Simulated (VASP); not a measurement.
# NiO (Fm-3m) in VASP: further runs, part 2 of 2

VASP 6.6.1.

## (3) Single point, PBE+D4, collinear spin, ferromagnetic start

This run uses another cell than the first one, of 9.17 Å³/atom, 0.996 times its volume.

INCAR

```
ALGO = Normal
EDIFF = 1E-6
ENCUT = 520
GGA = PE
ISIF = 2
ISMEAR = -1
ISPIN = 2
IVDW = 13
LASPH = T
LCHARG = T
LELF = T
LMAXMIX = 4
LORBIT = 11
LREAL = F
LVHAR = T
LWAVE = F
MAGMOM = 1 0
NBANDS = 19
NELM = 150
PREC = Accurate
SIGMA = 0.05
```

KPOINTS

```
k-points
0
Gamma
  11 11 11
```

POSCAR

```
NiO
1.0
    0.0000000000      2.0930251137      2.0930251137
    2.0930251137      0.0000000000      2.0930251137
    2.0930251137      2.0930251137      0.0000000000
Ni O
1 1
Direct
    0.0000000000      0.0000000000      0.0000000000
    0.5000000000      0.5000000000      0.5000000000
```

Potentials or basis: VASP PAW PBE potentials, release 64 (Ni, O).

Command:

```
$ cat potpaw_PBE.64/Ni/POTCAR potpaw_PBE.64/O/POTCAR > POTCAR
$ mpirun -np 1 vasp_std > vasp.out
```

OUTCAR:

```text
EDIFF = 1E-6
   ENCUT = 520
   GGA = PE
   ISIF = 2
   ISMEAR = -1
   ISPIN = 2
   IVDW = 13
   LASPH = T
   LORBIT = 11
   LREAL = F
   NELM = 150
   PREC = Accurate

 ion  position               nearest neighbor table
   1  0.000  0.000  0.000-   2 2.09   2 2.09   2 2.09   2 2.09   2 2.09   2 2.09
   2  0.500  0.500  0.500-   1 2.09   1 2.09   1 2.09   1 2.09   1 2.09   1 2.09

  LATTYP: Found a face centered cubic cell.
 ALAT       =     4.1860502274

  Lattice vectors:

 A1 = (   0.0000000000,   2.0930251137,   2.0930251137)
 A2 = (   2.0930251137,   0.0000000000,   2.0930251137)
 A3 = (   2.0930251137,   2.0930251137,   0.0000000000)

Analysis of symmetry for initial positions (statically):
=====================================================================
 Subroutine PRICEL returns:
 Original cell was already a primitive cell.

 Routine SETGRP: Setting up the symmetry group for a
 face centered cubic supercell.

 Subroutine GETGRP returns: Found 48 space group operations
 (whereof 48 operations were pure point group operations)
 out of a pool of 48 trial point group operations.

The static configuration has the point symmetry O_h .

Analysis of symmetry for dynamics (positions and initial velocities):
=====================================================================
 Subroutine PRICEL returns:
 Original cell was already a primitive cell.

 Routine SETGRP: Setting up the symmetry group for a
 face centered cubic supercell.

 Subroutine GETGRP returns: Found 48 space group operations
 (whereof 48 operations were pure point group operations)
 out of a pool of 48 trial point group operations.

The dynamic configuration has the point symmetry O_h .

Analysis of structural, dynamic, and magnetic symmetry:
=====================================================================
 Subroutine PRICEL returns:
 Original cell was already a primitive cell.

 Routine SETGRP: Setting up the symmetry group for a
 face centered cubic supercell.

 Subroutine GETGRP returns: Found 48 space group operations
 (whereof 48 operations were pure point group operations)
 out of a pool of 48 trial point group operations.

The overall configuration has the point symmetry O_h .

 Subroutine INISYM returns: Found 48 space group operations
 (whereof 48 operations are pure point group operations),
 and found     1 'primitive' translations

----------------------------------------------------------------------------------------

                                     Primitive cell

  volume of cell :      18.3381

  direct lattice vectors                    reciprocal lattice vectors
     0.000000000  2.093025114  2.093025114    -0.238888677  0.238888677  0.238888677
     2.093025114  0.000000000  2.093025114     0.238888677 -0.238888677  0.238888677
     2.093025114  2.093025114  0.000000000     0.238888677  0.238888677 -0.238888677

  length of vectors
     2.959984502  2.959984502  2.959984502     0.413767326  0.413767326  0.413767326

  position of ions in fractional coordinates (direct lattice)
     0.000000000  0.000000000  0.000000000
     0.500000000  0.500000000  0.500000000

  ion indices of the primitive-cell ions
   primitive index   ion index
[... 65 lines left out ...]
   PREC   = accura    normal or accurate (medium, high low for compatibility)
   ISTART =      0    job   : 0-new  1-cont  2-samecut
   ICHARG =      2    charge: 1-file 2-atom 10-const
   ISPIN  =      2    spin polarized calculation?
   LNONCOLLINEAR =      F non collinear calculations
   LSORBIT =      F    spin-orbit coupling
   LASPH  =      T    aspherical Exc in radial PAW
   ENCUT  =  520.0 eV  38.22 Ry    6.18 a.u.   5.50  5.50  5.50*2*pi/ulx,y,z
   NELM   =    150;   NELMIN=  2; NELMDL= -5     # of ELM steps
   EDIFF  = 0.1E-05   stopping-criterion for ELM
   LREAL  =      F    real-space projection
   EDIFFG = 0.1E-04   stopping-criterion for IOM
   NSW    =      0    number of steps for IOM
   IBRION =     -1    ionic relax: 0-MD 1-quasi-New 2-CG
   NFREE  =      0    steps in history (QN), initial steepest desc. (CG)
   ISIF   =      2    stress and relaxation
   ISYM   =      2    0-nonsym 1-usesym 2-fastsym
   POTIM  = 0.5000    time-step for ionic-motion
   TEBEG  =    0.0;   TEEND  =   0.0 temperature during run
   PSTRESS=    0.0 pullay stress
   NELECT =      16.0000    total number of electrons
   NUPDOWN=      -1.0000    fix difference up-down
   EMIN   =  10.00;   EMAX   =-10.00  energy-range for DOS
   EFERMI =   0.00;   METHOD = LEGACY
   ISMEAR =    -1;   SIGMA  =   0.05  broadening in eV -4-tet -1-fermi 0-gaus
   EFERMI_NEDOS =   21; number of points for ismear=-14 and -15
   IALGO  =     38    algorithm
   IMIX   =      4    mixing-type and parameters
     AMIX     =   0.40;   BMIX     =  1.00
     AMIX_MAG =   1.60;   BMIX_MAG =  1.00
  volume/ion in A,a.u.               =       9.17        61.88
  Fermi-wavevector in a.u.,A,eV,Ry     =   1.564337  2.956169 33.295511  2.447151
  Thomas-Fermi vector in A             =   2.666976
   LORBIT       =     11    0 simple, 1 ext, 2 COOP (PROOUT), +10 PAW based schemes
   GGA     = PE    functional components
   LHFCALC =     F    Hartree Fock is set to
   AEXX    =    0.0000 exact exchange contribution
   IVDW    =    13    specifies the selected vdW correction
   LEPSILON=     F    determine dielectric tensor
   LRPA    =     F    only Hartree local field effects (RPA)
 spin polarized calculation
  energy-cutoff  :      520.00
  volume of cell :       18.34
 maximum number of plane-waves:       531
 NGX is ok and might be reduce to    24
   NGX = 11   NGY = 11   NGZ = 11

 number of electron      16.0000007 magnetization       1.7108905

 Free energy of the ion-electron system (eV)
  ---------------------------------------------------
  ext. energy  EPLUGINS =         0.00000000
  ---------------------------------------------------
  free energy    TOTEN  =       -11.47879177 eV

  energy without entropy =      -11.46758102  energy(sigma->0) =      -11.47318639

 E-fermi :   7.7894     XC(G=0): -12.6398

 val. band max:        7.7680900303   @ k =   0.3636   0.2727   0.0000
 cond. band min:       7.7978841694   @ k =   0.4545   0.3636   0.0000
 fundamental gap:      0.0297941391
 Fermi energy:         7.7894097364

 spin component 1

 k-point     1 :       0.0000    0.0000    0.0000
  band No.  band energies     occupation
      1     -12.5087      1.00000
      2       4.7077      1.00000
      3       4.7077      1.00000
      4       4.8277      1.00000
      5       4.8277      1.00000
      6       4.8277      1.00000
[... 517 lines left out ...]
     18      38.5959      0.00000
     19      39.7948      0.00000

 [... further k-points ...]

 spin component 2

 k-point     1 :       0.0000    0.0000    0.0000
  band No.  band energies     occupation
      1     -12.0864      1.00000
      2       5.3159      1.00000
      3       5.3159      1.00000
      4       5.3159      1.00000
      5       5.9740      1.00000
      6       5.9742      1.00000
[... 517 lines left out ...]
     18      38.9976      0.00000
     19      39.9393      0.00000

 [... further k-points ...]

------------------------ aborting loop because EDIFF is reached ----------------------------------------

  DFT-D4 for vdW energy calculation

  Edisp (eV):   -0.61388

  FORCE on cell =-STRESS in cart. coord.  units (eV):
  Direction    XX          YY          ZZ          XY          YZ          ZX
  --------------------------------------------------------------------------------------
  -------------------------------------------------------------------------------------
  Total      -0.11375    -0.11375    -0.11375     0.00000    -0.00000    -0.00000
  in kB      -9.93791    -9.93791    -9.93791     0.00000    -0.00000    -0.00000
  external pressure =       -9.94 kB  Pullay stress =        0.00 kB

 VOLUME and BASIS-vectors are now :
 -----------------------------------------------------------------------------
  energy-cutoff  :      520.00
  volume of cell :       18.34
      direct lattice vectors                 reciprocal lattice vectors
     0.000000000  2.093025114  2.093025114    -0.238888677  0.238888677  0.238888677
     2.093025114  0.000000000  2.093025114     0.238888677 -0.238888677  0.238888677
     2.093025114  2.093025114  0.000000000     0.238888677  0.238888677 -0.238888677

 POSITION                                       TOTAL-FORCE (eV/Angst)
 -----------------------------------------------------------------------------------
      0.00000      0.00000      0.00000        -0.000000     -0.000000     -0.000000
      2.09303      2.09303      2.09303         0.000000      0.000000      0.000000
 -----------------------------------------------------------------------------------
    total drift:                                0.000000     -0.000000     -0.000000

  FREE ENERGIE OF THE ION-ELECTRON SYSTEM (eV)
  ---------------------------------------------------
  free  energy   TOTEN  =       -12.0926686934 eV

  energy  without entropy=      -12.0814579408  energy(sigma->0) =      -12.08706332

 total charge

# of ion       s       p       d       tot
------------------------------------------
    1        0.329   0.399   8.246   8.975
    2        1.557   3.418   0.000   4.975
--------------------------------------------------
tot          1.886   3.817   8.246  13.950

 magnetization (x)

# of ion       s       p       d       tot
------------------------------------------
    1        0.011   0.015   1.385   1.411
    2        0.028   0.230   0.000   0.257
--------------------------------------------------
tot          0.039   0.245   1.385   1.669
```

OSZICAR:

```text
N       E                     dE             d eps       ncg     rms          rms(c)
DAV:   1     0.825712844635E+02    0.82571E+02   -0.70176E+03  4566   0.104E+03
DAV:   2    -0.878955135093E+01   -0.91361E+02   -0.80251E+02  4364   0.235E+02
DAV:   3    -0.136209693630E+02   -0.48314E+01   -0.46097E+01  4880   0.547E+01
DAV:   4    -0.136645278470E+02   -0.43558E-01   -0.43508E-01  4768   0.497E+00
DAV:   5    -0.136652116645E+02   -0.68382E-03   -0.68376E-03  4796   0.622E-01    0.140E+01
DAV:   6    -0.128798635012E+02    0.78535E+00   -0.11083E+01  5600   0.576E+01    0.168E+01
DAV:   7    -0.114979424347E+02    0.13819E+01   -0.47539E+00  5429   0.479E+01    0.591E+00
DAV:   8    -0.114649645038E+02    0.32978E-01   -0.22336E-01  5490   0.817E+00    0.348E+00
DAV:   9    -0.114767426153E+02   -0.11778E-01   -0.40697E-02  6082   0.346E+00    0.111E+00
DAV:  10    -0.114786857949E+02   -0.19432E-02   -0.78486E-03  6047   0.104E+00    0.349E-01
DAV:  11    -0.114787501658E+02   -0.64371E-04   -0.54019E-04  6124   0.364E-01    0.150E-01
DAV:  12    -0.114788063669E+02   -0.56201E-04   -0.15690E-04  5510   0.233E-01    0.941E-02
DAV:  13    -0.114787841958E+02    0.22171E-04   -0.67510E-05  5729   0.168E-01    0.211E-02
DAV:  14    -0.114787895694E+02   -0.53736E-05   -0.10236E-05  4877   0.320E-02    0.148E-02
DAV:  15    -0.114787918813E+02   -0.23119E-05   -0.37582E-06  4833   0.484E-02    0.362E-03
DAV:  16    -0.114787917699E+02    0.11139E-06   -0.63853E-07  2424   0.686E-03
   1 F= -.12092669E+02 E0= -.12087063E+02  d E =-.112108E-01  mag=     1.7115
```

It took 32 s on 1 thread of Intel Xeon Platinum 8259CL at 2.50GHz (Skylake/Cascade Lake), shared host; peak memory 0.17 GiB.

What came out:

```yaml
Free_energy: -12.0927 eV
Pressure: -1.0 GPa
Net_moment: 1.71 μB per cell
Site_moments: Ni +1.41; O +0.26 μB
Valence_electrons_inside_the_program's_atomic_spheres: Ni 8.97; O 4.97
Dispersion_energy_per_atom: -0.307 eV
```

Caveat: a cell with one magnetic atom can't hold antiferromagnetic order, which such compounds often take; semilocal functionals often make such compounds metallic where correlation or magnetic order opens a gap, which also shifts bond lengths; pairwise dispersion overbinds metals, which lowers pressure and volume.

## (4) Relaxation of cell and atoms, BLYP, collinear spin, ferromagnetic start

This run uses another cell than the first one, of 9.08 Å³/atom, 0.986 times its volume.

INCAR

```
SYSTEM = NiO
PREC = Accurate
ENCUT = 600
EDIFF = 1E-7
ISMEAR = -5
SIGMA = 0.05
LREAL = .False.
LASPH = .True.
NELM = 150
ALGO = Normal
ISIF = 3
LWAVE = .False.
LCHARG = .False.
ISPIN = 2
MAGMOM = 1.75 0.38
LORBIT = 11
LMAXMIX = 4
GGA = B5
ALDAX = 1.0
AGGAX = 1.0
AGGAC = 1.0
ALDAC = 0.0
IBRION = 2
NSW = 80
EDIFFG = -0.005
```

KPOINTS

```
Automatic mesh
0
Gamma
  11 11 11
  0 0 0
```

POSCAR

```
NiO
1.0
    0.0000000000      2.0859016414      2.0859016414
    2.0859016414      0.0000000000      2.0859016414
    2.0859016414      2.0859016414      0.0000000000
Ni O
1 1
Direct
    0.0000000000      0.0000000000      0.0000000000
    0.5000000000      0.5000000000      0.5000000000
```

Command:

```
$ cat potpaw_PBE.64/Ni/POTCAR potpaw_PBE.64/O/POTCAR > POTCAR
$ mpirun -np 1 vasp_std > vasp.out
```

Run time: 2.4 min. Hardware: 1 thread of Intel Xeon Platinum 8259CL at 2.50GHz (Skylake/Cascade Lake), shared host; peak memory 0.18 GiB.

Results (log left out):

```
Free energy                                           : -10.6257 eV
Relaxed volume                                        : 9.82 Å³/atom
Relaxed cell                                          : a = 3.028 Å, b = 3.028 Å, c = 3.028 Å, α = 60.00°, β = 60.00°, γ = 60.00°
Space group after relaxing (to 0.05 Å)                : Fm-3m (No. 225)
Energy gained by relaxing                             : 27.1 meV/atom
Ionic steps                                           : 4
Pressure after relaxing                               : 0.0 GPa
Net moment                                            : 1.92 μB per cell
Site moments                                          : Ni +1.54; O +0.32 μB
Valence electrons inside the program's atomic spheres : Ni 8.87; O 4.96
```

The path:
| step | energy change (eV) | largest force (eV/Å) | pressure (GPa) | volume (Å³) |
| --- | --- | --- | --- | --- |
| 1 | 0.0000 | 0.0000 | 14.10 | 18.15 |
| 2 | -0.0404 | 0.0000 | -5.12 | 20.33 |
| 3 | -0.0543 | 0.0000 | 0.95 | 19.51 |
| 4 | -0.0542 | 0.0000 | -0.03 | 19.64 |

Final structure:
```yaml
crystal:
  lattice:
    - [0.00000, 2.14131, 2.14131]
    - [2.14131, 0.00000, 2.14131]
    - [2.14131, 2.14131, 0.00000]
  atoms:
    - { symbol: Ni, position: [0.00000, 0.00000, 0.00000] }
    - { symbol: O, position: [0.50000, 0.50000, 0.50000] }
```

Levels at points of the mesh, in eV from the Fermi level:
Spin up:
```csv
k point,band 6,band 7,band 8,band 9,band 10,band 11,band 12,band 13
"(0.00, 0.00, 0.00)",-2.59,-2.54,-2.54,-2.54,1.47,18.40,18.73,18.74
```
Spin down:
| k point | band 3 | band 4 | band 5 | band 6 | band 7 | band 8 | band 9 | band 10 | band 11 | band 12 |
| --- | --- | --- | --- | --- | --- | --- | --- | --- | --- | --- |
| (0.00, 0.00, 0.00) | -2.00 | -2.00 | -1.70 | -1.70 | -1.70 | -0.38 | -0.38 | 1.84 | 18.35 | 18.94 |

Caveat: the PAW data sets were made with another functional, which shifts forces and pressure a little; a cell with one magnetic atom can't hold antiferromagnetic order, which such compounds often take; semilocal functionals often make such compounds metallic where correlation or magnetic order opens a gap, which also shifts bond lengths; tetrahedron occupations give inexact forces and stress in metals. Zero-point motion and thermal expansion aren't in these numbers.

## (5) Summary

```csv
task,level,cell,cutoff (eV),smearing,gap on the mesh (eV),pressure (GPa),moment (μB)
single point,PBE+D3(BJ),"a = 2.964 Å, angles 60.0°, 2 atoms",520,fermi-dirac 0.05 eV,none,-0.9,1.72
single point,PBE+D4,"a = 2.960 Å, angles 60.0°, 2 atoms",520,fermi-dirac 0.05 eV,none,-1.0,1.71
relaxation of cell and atoms,BLYP,"relaxed from a = 2.950 Å, angles 60.0°, 2 atoms",600,tetrahedron,none,0.0,1.92
```

Alike in all rows: potentials or basis VASP PAW PBE potentials, release 64 (Ni, O); spin collinear, ferromagnetic start; k mesh 11 × 11 × 11.

Caveats: a cell with one magnetic atom can't hold antiferromagnetic order, which such compounds often take; semilocal functionals often make such compounds metallic where correlation or magnetic order opens a gap, which also shifts bond lengths; pairwise dispersion overbinds metals, which lowers pressure and volume (some runs); the PAW data sets were made with another functional, which shifts forces and pressure a little (some runs); tetrahedron occupations give inexact forces and stress in metals (some runs).

Absolute energies hang on the potentials; compare differences alone.

## (6) Against experiment

Step 2. Measured gap of NiO: 4.3 eV (quoted in “Local correlations, non-local screening, multiplets, and band formation in NiO”, 2012, arxiv:1210.6675). This calculation gives 0.00 eV (-4.30 eV). So large a miss can be the level of theory's own, or it may mean another phase, state or a wrong row. The value is that of PBE+D3(BJ) on a finite k mesh, which can miss the band edges, without temperature or zero-point motion. Semilocal functionals fall short of measured gaps as a rule. The run's magnetic order (collinear spin, ferromagnetic start) needn't be the measured crystal's.

Step 3. A measured gap of NiO is 4.3 eV (quoted in “Local correlations, non-local screening, multiplets, and band formation in NiO”, 2012, arxiv:1210.6675); the calculated 0.00 eV misses it by -4.30 eV. So large a miss can be the level of theory's own, or it may mean another phase, state or a wrong row. The value is that of PBE+D4 on a finite k mesh, which can miss the band edges, without temperature or zero-point motion. Semilocal functionals fall short of measured gaps as a rule. The run's magnetic order (collinear spin, ferromagnetic start) needn't be the measured crystal's.
